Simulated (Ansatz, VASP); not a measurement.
## One calculation of Al3BAs4, two programs

File INCAR:

```
SYSTEM = Al3BAs4
PREC = Accurate
ENCUT = 600
EDIFF = 1E-6
ISMEAR = 0
SIGMA = 0.1
LREAL = .False.
LASPH = .True.
NELM = 60
ALGO = Normal
ISIF = 3
LWAVE = .False.
LCHARG = .False.
GGA = PE
IBRION = 2
NSW = 90
EDIFFG = -0.04
```

File KPOINTS:

```
regular mesh
0
Gamma
  4 2 4
  0 0 0
```

The input POSCAR:

```
Al3BAs4
1.0
    3.7575467500      0.0000000000      0.0000000000
    0.0000000000      7.5150934900      0.0000000000
    0.0000000000      0.0000000000      5.3139735700
Al B As
3 1 4
Direct
    0.0000000000      0.0000000000      0.0000000000
    0.5000000000      0.7500000000      0.5000000000
    0.5000000000      0.2500000000      0.5000000000
    0.0000000000      0.5000000000      0.0000000000
    0.0000000000      0.2500000000      0.2500000000
    0.0000000000      0.7500000000      0.2500000000
    0.5000000000      0.0000000000      0.7500000000
    0.5000000000      0.5000000000      0.7500000000
```

Input for Ansatz:

```yaml
crystal:
  lattice:
    - [3.75754675, 0.0, 0.0]
    - [0.0, 7.51509349, 0.0]
    - [0.0, 0.0, 5.31397357]
  atoms:
    - { symbol: Al, position: [0.0, 0.0, 0.0] }
    - { symbol: Al, position: [0.5, 0.75, 0.5] }
    - { symbol: Al, position: [0.5, 0.25, 0.5] }
    - { symbol: B, position: [0.0, 0.5, 0.0] }
    - { symbol: As, position: [0.0, 0.25, 0.25] }
    - { symbol: As, position: [0.0, 0.75, 0.25] }
    - { symbol: As, position: [0.5, 0.0, 0.75] }
    - { symbol: As, position: [0.5, 0.5, 0.75] }
basis:
  ecutwfc: 420
kpoints:
  mp_grid: { grid: [4, 2, 4] }
hamiltonian:
  xc: pbe
scf:
  occupations: { method: gaussian, width: 0.1 }
  lower_state_search: "off"
output:
  forces: true
  stress: true
  eigenvalues: true
relax:
  adjacent_minimum: "off"
  f_tol: 0.04
  max_steps: 70
  cell: { stress_tol: 0.4 }
```

Alike in both runs: task relaxation of cell and atoms; functional PBE; k mesh 4 × 2 × 4; occupations gaussian, width 0.1 eV; no spin polarisation.

|  | VASP | Ansatz |
| --- | --- | --- |
| version | VASP 6.6.1 | Ansatz 0.2.0 |
| potentials or method | VASP PAW PBE potentials, release 64 (Al, B, As), cutoff 600 eV | scalar-relativistic, plane waves, PAW |
| valence electrons in the cell | 32 | 72 |

VASP gave:

| Property | Result |
| --- | --- |
| gap on the k mesh at the Fermi level, each at its own relaxed structure (eV) | 0.84 |
| relaxed volume (Å³/atom) | 20.99 |
| relaxed cell length with the largest relative difference (Å) | 5.514 |

Problem. What did Ansatz give for the same quantities?

Solution. gap on the k mesh at the Fermi level, each at its own relaxed structure (eV): 0.84; relaxed volume (Å³/atom): 20.91; relaxed cell length with the largest relative difference (Å): 5.504.

VASP's potentials hold 32 valence electrons a cell and Ansatz's 72, so a difference there can come from the potentials and not from the codes.
